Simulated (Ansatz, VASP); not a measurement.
Two plane-wave programs on Al5P2

```xyz
14
Lattice="7.6830 -2.7545 1.2857 7.6830 2.7545 1.2857 0.2142 0.0000 5.8403" Properties=species:S:1:pos:R:3 pbc="T T T"
Al    4.6365    0.7475    5.4007
Al    4.5294   -0.7475    2.4806
Al   13.6888    0.3996    5.7565
Al   13.5817   -0.3996    2.8363
Al   10.9436   -0.7475    3.0109
Al   11.0507    0.7475    5.9311
Al    1.8913   -0.3996    2.6552
Al    1.9984    0.3996    5.5753
Al    7.7365   -1.0129    2.7458
Al    7.8436    1.0129    5.6659
P     6.2906   -0.8317    6.4003
P     6.1835    0.8317    3.4802
P     9.2895    0.8317    2.0114
P     9.3966   -0.8317    4.9315
```

Alike in both runs: functional PBE; k mesh 3 × 3 × 3; occupations gaussian, width 0.2 eV; no spin polarisation.

Ansatz relaxed the structure, and its values are those at the end. VASP's run is a single point on that final structure, the one shown.

|  | VASP | Ansatz |
| --- | --- | --- |
| version | VASP 6.6.1 | Ansatz 0.2.0 |
| potentials or method | VASP PAW PBE potentials, release 64 (Al, P), cutoff 520 eV | scalar-relativistic, plane waves, PAW |
| valence electrons in the cell | 50 | 50 |

```csv
,VASP,Ansatz,Ansatz less VASP
gap on the k mesh at the Fermi level (eV),none,none,-
pressure (GPa),-0.2,-0.1,+0.07
rms of the force components (eV/Å),0.020,0.020,-0.0004
```

A gap of «none» marks a metal or a gap that the smearing closes.

The k mesh is coarse, so the values compare programs but aren't converged.
